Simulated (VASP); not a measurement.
Here is a VASP 6.6.1 calculation.

Contents of INCAR:

```
PREC = Accurate
ENCUT = 520
EDIFF = 1E-6
ISMEAR = -1
SIGMA = 0.05
LREAL = False
LASPH = True
NELM = 60
ALGO = Normal
ISIF = 2
LWAVE = False
LCHARG = True
GGA = PS
LELF = True
LVHAR = True
NBANDS = 36
NELECT = 55.0
```

Contents of KPOINTS:

```
Automatic mesh
0
Gamma
  4 4 2
```

Contents of POSCAR:

```
In2GaSbAs2
1.0
    3.0566970000     -3.0566970000      0.0000000000
    0.0000000000      3.0566970000     -3.0566970000
    6.0829950000      6.0829950000      6.0829950000
In As Ga Sb
2 2 1 1
Direct
    0.9958510000      0.9945760000      0.0019770000
    0.3335650000      0.6718660000      0.3327770000
    0.9987110000      0.9988680000      0.2450610000
    0.3324100000      0.6688620000      0.5843510000
    0.6621060000      0.3277600000      0.6678530000
    0.6688600000      0.3290430000      0.9169830000
```

Potentials or basis: VASP PAW PBE potentials, release 64 (In_d, As, Ga_d, Sb).

Command:

```console
$ cat potpaw_PBE.64/In_d/POTCAR potpaw_PBE.64/As/POTCAR potpaw_PBE.64/Ga_d/POTCAR potpaw_PBE.64/Sb/POTCAR > POTCAR
$ mpirun -np 1 vasp_std > vasp.out
```

Question: What does it give for the largest force?

Answer: 1.167 eV/Å.

Forces on the atoms (eV/Å):
```
In   0.553  0.186  0.328
In  -0.023 -0.080  0.120
As   0.463  0.519  0.317
As   0.437  0.415  0.541
Ga  -0.644 -0.629 -0.742
Sb  -0.786 -0.410 -0.564
```

Caveat: the k points lie up to 0.42 Å⁻¹ apart, too coarse for converged energies and pressures of a metal; the cell carries a net charge on a neutralising background, which shifts energy and pressure; the PAW data sets were made with another functional, which shifts forces and pressure a little; an odd number of electrons without spin polarisation forces a metal; a magnetic or distorted state may lie lower.
